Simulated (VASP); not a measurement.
# MoRu2 (Fm-3m) in VASP: further runs

MoRu2 is run at these levels: PBE; tasks: single point, relaxation of cell and atoms.

Program: VASP 6.6.1. These are calculated values, not measurements. Logs are shortened: lines on timing, memory, paths and dates and some standing lists are left out, and cuts for length are marked.

## (1) The cell of the first run

The structure is cubic, space group Fm-3m (No. 225). Conventional cell: a = 5.317 Å, b = 5.317 Å, c = 5.317 Å, α = 90.00°, β = 90.00°, γ = 90.00°. Mo (site symmetry m-3m) has 8 Ru at 2.30 Å within 3.0 Å. Ru (site symmetry -43m) has 4 Mo at 2.30 Å and 6 Ru at 2.66 Å within 3.0 Å.

## (2) Single point, PBE

Contents of INCAR:

```
SYSTEM = MoRu2
PREC = Accurate
ENCUT = 500
EDIFF = 1E-6
ISMEAR = 0
SIGMA = 0.1
LREAL = .FALSE.
LASPH = .TRUE.
NELM = 120
ALGO = Normal
ISIF = 2
LWAVE = .FALSE.
LCHARG = .TRUE.
GGA = PE
LELF = .TRUE.
LVHAR = .TRUE.
NBANDS = 28
GGA_COMPAT = .FALSE.
```

Contents of KPOINTS:

```
regular mesh
0
G
  6 6 6
  0 0 0
```

Contents of POSCAR:

```
MoRu2
1.0
    0.0000000000      2.6586378600      2.6586378600
    2.6586378600      0.0000000000      2.6586378600
    2.6586378600      2.6586378600      0.0000000000
Mo Ru
1 2
Direct
    0.0000000000      0.0000000000      0.0000000000
    0.2500000000      0.2500000000      0.2500000000
    0.7500000000      0.7500000000      0.7500000000
```

Potentials or basis: VASP PAW PBE potentials, release 64 (Mo_sv, Ru_pv).

Launch:

```bash
$ cat potpaw_PBE.64/Mo_sv/POTCAR potpaw_PBE.64/Ru_pv/POTCAR > POTCAR
$ mpirun -np 1 vasp_std > vasp.out
```

OUTCAR:

```text
SYSTEM = MoRu2
   PREC = Accurate
   ENCUT = 500
   EDIFF = 1E-6
   ISMEAR = 0
   LREAL = .FALSE.
   LASPH = .TRUE.
   NELM = 120
   ISIF = 2
   GGA = PE

 ion  position               nearest neighbor table
   1  0.000  0.000  0.000-   3 2.30   3 2.30   3 2.30   2 2.30   3 2.30   2 2.30   2 2.30   2 2.30

   2  0.250  0.250  0.250-   1 2.30   1 2.30   1 2.30   1 2.30   3 2.66   3 2.66   3 2.66   3 2.66
                             3 2.66   3 2.66
   3  0.750  0.750  0.750-   1 2.30   1 2.30   1 2.30   1 2.30   2 2.66   2 2.66   2 2.66   2 2.66
                             2 2.66   2 2.66

  LATTYP: Found a face centered cubic cell.
 ALAT       =     5.3172757200

  Lattice vectors:

 A1 = (   0.0000000000,   2.6586378600,   2.6586378600)
 A2 = (   2.6586378600,   0.0000000000,   2.6586378600)
 A3 = (   2.6586378600,   2.6586378600,   0.0000000000)

Analysis of symmetry for initial positions (statically):
=====================================================================
 Subroutine PRICEL returns:
 Original cell was already a primitive cell.

 Routine SETGRP: Setting up the symmetry group for a
 face centered cubic supercell.

 Subroutine GETGRP returns: Found 48 space group operations
 (whereof 48 operations were pure point group operations)
 out of a pool of 48 trial point group operations.

The static configuration has the point symmetry O_h .

Analysis of symmetry for dynamics (positions and initial velocities):
=====================================================================
 Subroutine PRICEL returns:
 Original cell was already a primitive cell.

 Routine SETGRP: Setting up the symmetry group for a
 face centered cubic supercell.

 Subroutine GETGRP returns: Found 48 space group operations
 (whereof 48 operations were pure point group operations)
 out of a pool of 48 trial point group operations.

The dynamic configuration has the point symmetry O_h .

 Subroutine INISYM returns: Found 48 space group operations
 (whereof 48 operations are pure point group operations),
 and found     1 'primitive' translations

----------------------------------------------------------------------------------------

                                     Primitive cell

  volume of cell :      37.5844

  direct lattice vectors                    reciprocal lattice vectors
     0.000000000  2.658637860  2.658637860    -0.188066230  0.188066230  0.188066230
     2.658637860  0.000000000  2.658637860     0.188066230 -0.188066230  0.188066230
     2.658637860  2.658637860  0.000000000     0.188066230  0.188066230 -0.188066230

  length of vectors
     3.759881719  3.759881719  3.759881719     0.325740266  0.325740266  0.325740266

  position of ions in fractional coordinates (direct lattice)
     0.000000000  0.000000000  0.000000000
     0.250000000  0.250000000  0.250000000
     0.750000000  0.750000000  0.750000000

  ion indices of the primitive-cell ions
   primitive index   ion index
                 1           1
                 2           2
                 3           3

----------------------------------------------------------------------------------------

 KPOINTS: regular mesh

Automatic generation of k-mesh.
 Grid dimensions read from file:
 generate k-points for:    6    6    6

 Generating k-lattice:

  Cartesian coordinates                     Fractional coordinates (reciprocal lattice)
    -0.031344372  0.031344372  0.031344372     0.166666667  0.000000000  0.000000000
     0.031344372 -0.031344372  0.031344372     0.000000000  0.166666667  0.000000000
     0.031344372  0.031344372 -0.031344372     0.000000000  0.000000000  0.166666667

  Length of vectors
     0.054290044  0.054290044  0.054290044

  Shift w.r.t. Gamma in fractional coordinates (k-lattice)
     0.000000000  0.000000000  0.000000000

 Subroutine IBZKPT returns following result:
 ===========================================

 Found     16 irreducible k-points:

 Following reciprocal coordinates:
            Coordinates               Weight
  0.000000  0.000000  0.000000      1.000000
  0.166667  0.000000  0.000000      8.000000
  0.333333  0.000000  0.000000      8.000000
  0.500000  0.000000  0.000000      4.000000
  0.166667  0.166667  0.000000      6.000000
  0.333333  0.166667  0.000000     24.000000
[... 8 lines left out ...]
 -0.333333  0.333333  0.166667     24.000000
 -0.333333  0.500000  0.166667     12.000000
   k-points           NKPTS =     16   k-points in BZ     NKDIM =     16   number of bands    NBANDS=     28
   number of dos      NEDOS =    301   number of ions     NIONS =      3
   total plane-waves  NPLWV =  21952
   dimension x,y,z NGX =    28 NGY =   28 NGZ =   28
   dimension x,y,z NGXF=    56 NGYF=   56 NGZF=   56
   ions per type =               1   2
   NGX,Y,Z   is equivalent  to a cutoff of  12.38, 12.38, 12.38 a.u.
   NGXF,Y,Z  is equivalent  to a cutoff of  24.76, 24.76, 24.76 a.u.
 SYSTEM =  MoRu2
   PREC   = accura    normal or accurate (medium, high low for compatibility)
   ISTART =      0    job   : 0-new  1-cont  2-samecut
   ICHARG =      2    charge: 1-file 2-atom 10-const
   ISPIN  =      1    spin polarized calculation?
   LNONCOLLINEAR =      F non collinear calculations
   LSORBIT =      F    spin-orbit coupling
   LASPH  =      T    aspherical Exc in radial PAW
   ENCUT  =  500.0 eV  36.75 Ry    6.06 a.u.   6.86  6.86  6.86*2*pi/ulx,y,z
   NELM   =    120;   NELMIN=  2; NELMDL= -5     # of ELM steps
   EDIFF  = 0.1E-05   stopping-criterion for ELM
   LREAL  =      F    real-space projection
   EDIFFG = 0.1E-04   stopping-criterion for IOM
   NSW    =      0    number of steps for IOM
   IBRION =     -1    ionic relax: 0-MD 1-quasi-New 2-CG
   NFREE  =      0    steps in history (QN), initial steepest desc. (CG)
   ISIF   =      2    stress and relaxation
   ISYM   =      2    0-nonsym 1-usesym 2-fastsym
   POTIM  = 0.5000    time-step for ionic-motion
   TEBEG  =    0.0;   TEEND  =   0.0 temperature during run
   PSTRESS=    0.0 pullay stress
   NELECT =      42.0000    total number of electrons
   NUPDOWN=      -1.0000    fix difference up-down
   EMIN   =  10.00;   EMAX   =-10.00  energy-range for DOS
   EFERMI =   0.00;   METHOD = LEGACY
   ISMEAR =     0;   SIGMA  =   0.10  broadening in eV -4-tet -1-fermi 0-gaus
   EFERMI_NEDOS =   21; number of points for ismear=-14 and -15
   IALGO  =     38    algorithm
   IMIX   =      4    mixing-type and parameters
     AMIX     =   0.40;   BMIX     =  1.00
     AMIX_MAG =   1.60;   BMIX_MAG =  1.00
  volume/ion in A,a.u.               =      12.53        84.54
  Fermi-wavevector in a.u.,A,eV,Ry     =   1.698851  3.210364 39.267724  2.886096
  Thomas-Fermi vector in A             =   2.779276
   LORBIT       =      0    0 simple, 1 ext, 2 COOP (PROOUT), +10 PAW based schemes
   GGA     = PE    functional components
   LHFCALC =     F    Hartree Fock is set to
   AEXX    =    0.0000 exact exchange contribution
   IVDW    =     0    specifies the selected vdW correction
   LEPSILON=     F    determine dielectric tensor
   LRPA    =     F    only Hartree local field effects (RPA)
 non-spin polarized calculation
 Gauss-broadening in eV      SIGMA  =   0.10
  energy-cutoff  :      500.00
  volume of cell :       37.58
 maximum number of plane-waves:       962
   NGX = 13   NGY = 13   NGZ = 13

 number of electron      42.0000004 magnetization

 Free energy of the ion-electron system (eV)
  ---------------------------------------------------
  ext. energy  EPLUGINS =         0.00000000
  ---------------------------------------------------
  free energy    TOTEN  =       -23.63044165 eV

  energy without entropy =      -23.61533090  energy(sigma->0) =      -23.62288628

 E-fermi :  14.9269     XC(G=0): -14.3710

 val. band max:       14.9240570752   @ k =  -0.1667   0.1667   0.0000
 cond. band min:      14.9565843490   @ k =   0.3333   0.3333   0.0000
 fundamental gap:      0.0325272738
 Fermi energy:        14.9268630046

 k-point     1 :       0.0000    0.0000    0.0000
  band No.  band energies     occupation
      1     -46.2403      2.00000
      2     -28.2352      2.00000
      3     -28.2352      2.00000
      4     -28.2352      2.00000
      5     -27.7978      2.00000
      6     -27.7978      2.00000
[... 20 lines left out ...]
     27      26.2163      0.00000
     28      26.3145      0.00000

 k-point     2 :       0.1667    0.0000    0.0000
  band No.  band energies     occupation
      1     -46.2486      2.00000
      2     -28.2509      2.00000
      3     -28.2177      2.00000
      4     -28.2177      2.00000
      5     -27.8318      2.00000
      6     -27.8318      2.00000
[... 20 lines left out ...]
     27      26.1672      0.00000
     28      26.2745      0.00000

 k-point     3 :       0.3333    0.0000    0.0000
  band No.  band energies     occupation
      1     -46.2653      2.00000
      2     -28.1938      2.00000
      3     -28.1674      2.00000
      4     -28.1674      2.00000
      5     -27.9149      2.00000
      6     -27.9149      2.00000
[... 20 lines left out ...]
     27      22.5576      0.00000
     28      26.1593      0.00000

 k-point     4 :       0.5000    0.0000    0.0000
  band No.  band energies     occupation
      1     -46.2736      2.00000
      2     -28.1217      2.00000
      3     -28.1217      2.00000
      4     -28.0806      2.00000
      5     -27.9770      2.00000
      6     -27.9770      2.00000
[... 330 lines left out ...]
     27      21.9989      0.00000
     28      22.7832      0.00000

 k-point    15 :      -0.3333    0.3333    0.1667
  band No.  band energies     occupation
      1     -46.2822      2.00000
      2     -28.4740      2.00000
      3     -28.2445      2.00000
      4     -28.0913      2.00000
      5     -28.0376      2.00000
      6     -27.6755      2.00000
[... 20 lines left out ...]
     27      19.9133      0.00000
     28      22.6813      0.00000

 k-point    16 :      -0.3333    0.5000    0.1667
  band No.  band energies     occupation
      1     -46.2851      2.00000
      2     -28.5344      2.00000
      3     -28.2981      2.00000
      4     -28.2515      2.00000
      5     -27.8675      2.00000
      6     -27.6224      2.00000
[... 20 lines left out ...]
     27      19.9464      0.00000
     28      20.3763      0.00000

------------------------ aborting loop because EDIFF is reached ----------------------------------------

  FORCE on cell =-STRESS in cart. coord.  units (eV):
  Direction    XX          YY          ZZ          XY          YZ          ZX
  --------------------------------------------------------------------------------------
  -------------------------------------------------------------------------------------
  Total       30.2534428     30.2534428     30.2534428      0.0000000     -0.0000000      0.0000000
  in kB     1289.6677382   1289.6677382   1289.6677382      0.0000000     -0.0000000      0.0000000
  external PRESSURE =    1289.6677382 kB  Pullay stress =       0.0000000 kB

 VOLUME and BASIS-vectors are now :
 -----------------------------------------------------------------------------
  energy-cutoff  :      500.00
  volume of cell :       37.58
      direct lattice vectors                 reciprocal lattice vectors
     0.000000000  2.658637860  2.658637860    -0.188066230  0.188066230  0.188066230
     2.658637860  0.000000000  2.658637860     0.188066230 -0.188066230  0.188066230
     2.658637860  2.658637860  0.000000000     0.188066230  0.188066230 -0.188066230

 POSITION                                       TOTAL-FORCE (eV/Angst)
 -----------------------------------------------------------------------------------
      0.00000      0.00000      0.00000        -0.000000     -0.000000     -0.000000
      1.32932      1.32932      1.32932         0.000000      0.000000     -0.000000
      3.98796      3.98796      3.98796        -0.000000      0.000000      0.000000
 -----------------------------------------------------------------------------------
    total drift:                                0.000000      0.000000      0.000000

  FREE ENERGIE OF THE ION-ELECTRON SYSTEM (eV)
  ---------------------------------------------------
  free  energy   TOTEN  =       -23.6304416520 eV

  energy  without entropy=      -23.6153309049  energy(sigma->0) =      -23.62288628
```

It took 13 s on 1 thread of Intel Xeon Platinum 8488C (Sapphire Rapids), shared host; peak memory 0.16 GiB.

Results:

```yaml
Free_energy: -23.6304 eV
Pressure: 129.0 GPa
Band_gap_on_the_k_mesh: zero (band 21 reaches 16.92 eV, above the bottom of band 22 at 14.53 eV)
```

[end of part 1 of 2]
